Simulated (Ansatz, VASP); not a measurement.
# Ge16H: VASP beside Ansatz

```
Ge H
1.0
     0.00000    5.66000    5.66000
     5.66000    0.00000    5.66000
     5.66000    5.66000    0.00000
Ge H
16 1
Direct
  0.00693 0.99675 0.00521
  0.12587 0.13165 0.12529
  0.99693 0.00678 0.49968
  0.11050 0.13256 0.63465
  0.99903 0.50592 0.99858
  0.12682 0.62319 0.12702
  0.99213 0.50816 0.50036
  0.11774 0.63236 0.62446
  0.50037 0.00676 0.99712
  0.63660 0.13095 0.11123
  0.50079 0.00995 0.49632
  0.62139 0.13835 0.62194
  0.50031 0.50647 0.99421
  0.62483 0.63232 0.11770
  0.49235 0.51121 0.49209
  0.61712 0.63152 0.61964
  0.34523 0.19862 0.35439
```

Alike in both runs: functional LDA; k mesh 3 × 3 × 3; occupations fermi-dirac, width 0.05 eV; no spin polarisation.

Ansatz relaxed the structure, and its values are those at the end. VASP's run is a single point on that final structure, the one shown.

|  | VASP | Ansatz |
| --- | --- | --- |
| version | VASP 6.6.1 | Ansatz 0.2.0 |
| potentials or method | VASP PAW LDA potentials, release 64 (Ge_d, H), cutoff 520 eV | scalar-relativistic, plane waves, PAW |
| valence electrons in the cell | 225 | 225 |

VASP gave:

- rms of the force components (eV/Å): 0.029

**Question.** Estimate Ansatz's values.

**Answer.** rms of the force components (eV/Å): 0.030.

Ansatz warns that its potentials were made for another functional, while VASP's fit it. LDA's correlation is that of Perdew and Zunger in VASP and of Perdew and Wang (1992) in Ansatz.
